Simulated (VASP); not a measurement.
Here is a VASP 6.6.1 calculation.

The input INCAR:

```
SYSTEM = GeMo
  PREC = Accurate
  ENCUT = 520
  EDIFF = 1E-6
  ISMEAR = -1
  SIGMA = 0.08
  LREAL = .FALSE.
  LASPH = .TRUE.
  NELM = 100
  ALGO = Normal
  ISIF = 2
  LWAVE = .FALSE.
  LCHARG = .FALSE.
  GGA = PE
  NBANDS = 36
```

File KPOINTS:

```
regular mesh
0
G
  9 9 5
  0 0 0
```

The input POSCAR:

```
GeMo
1.0
    4.1631569298      0.0000000000      0.0000000000
   -2.0815784649      3.6053996611      0.0000000000
    0.0000000000      0.0000000000      4.8400617224
Mo Ge
2 2
Direct
    0.3333333333      0.6666666667     -0.0620000808
    0.6666666667      0.3333333333      0.4379999192
    0.3333333333      0.6666666667      0.4380000808
    0.6666666667      0.3333333333      0.9380000808
```

Potentials or basis: VASP PAW PBE potentials, release 64 (Mo_sv, Ge_d).

Launch:

```bash
$ cat potpaw_PBE.64/Mo_sv/POTCAR potpaw_PBE.64/Ge_d/POTCAR > POTCAR
$ mpirun -np 1 vasp_std > vasp.out
```

Problem. Predict the pressure.

Solution. 19.3 GPa.

Stress tensor (GPa, compression positive):
```
19.29  0.00  0.00
 0.00 19.29  0.00
 0.00  0.00 19.47
```

Caveat: the cell stands under pressure.
